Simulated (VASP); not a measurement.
Crystal: GaN.

```
CELL_PARAMETERS angstrom
0.00000 2.25350 2.25350
2.25350 0.00000 2.25350
2.25350 2.25350 0.00000
ATOMIC_POSITIONS crystal
Ga 0.00000 0.00000 0.00000
N 0.25000 0.25000 0.25000
```

Base run:

```yaml
Program: VASP 6.6.1
Functional: PBE-based screened hybrid with 25 % exact exchange
Potentials_or_basis: VASP PAW PBE potentials, release 64 (Ga_d, N)
Cutoff: 520 eV
k_mesh: 6 × 6 × 6
Occupations: fermi-dirac, width 0.05 eV
Spin: no spin polarisation
```

Its results: band gap on the k mesh 2.98 eV; pressure -1.3 GPa.

Q: The run is repeated on the same cell with these changes: functional from PBE-based screened hybrid with 25 % exact exchange to PBEsol-based global hybrid with 25 % exact exchange; k mesh from 6 × 6 × 6 to 5 × 5 × 5. What comes out?

A: Band gap on the k mesh 3.69 eV; pressure -5.9 GPa.

Several settings changed at once.

Caveats: some runs use coarse meshes; the PAW data sets were made with another functional, which shifts forces and pressure a little.

